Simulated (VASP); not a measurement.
A run of VASP 6.6.1 is set up as follows.

INCAR

```
PREC = Accurate
ENCUT = 500
EDIFF = 1E-6
ISMEAR = 0
SIGMA = 0.02
LREAL = F
LASPH = T
NELM = 120
ALGO = Normal
ISIF = 2
LWAVE = F
LCHARG = F
GGA = PS
NBANDS = 16
GGA_COMPAT = F
```

File KPOINTS:

```
regular mesh
0
Gamma
  8 8 8
```

The input POSCAR:

```
CdTe
1.0
    0.0000000000      3.1796000000      3.1796000000
    3.1796000000      0.0000000000      3.1796000000
    3.1796000000      3.1796000000      0.0000000000
Cd Te
1 1
Direct
    0.0000000000      0.0000000000      0.0000000000
    0.2500000000      0.2500000000      0.2500000000
```

Potentials or basis: VASP PAW PBE potentials, release 64 (Cd, Te).

Command:

```bash
$ cat potpaw_PBE.64/Cd/POTCAR potpaw_PBE.64/Te/POTCAR > POTCAR
$ mpirun -np 1 vasp_std > vasp.out
```

**Question.** Estimate the pressure.

**Answer.** 3.1 GPa.

**Question.** Predict the band gap on the k mesh.

**Answer.** 0.83 eV.

Caveat: the cell stands under pressure; the PAW data sets were made with another functional, which shifts forces and pressure a little; spin-orbit coupling is left out, which moves the levels of the heavy elements.
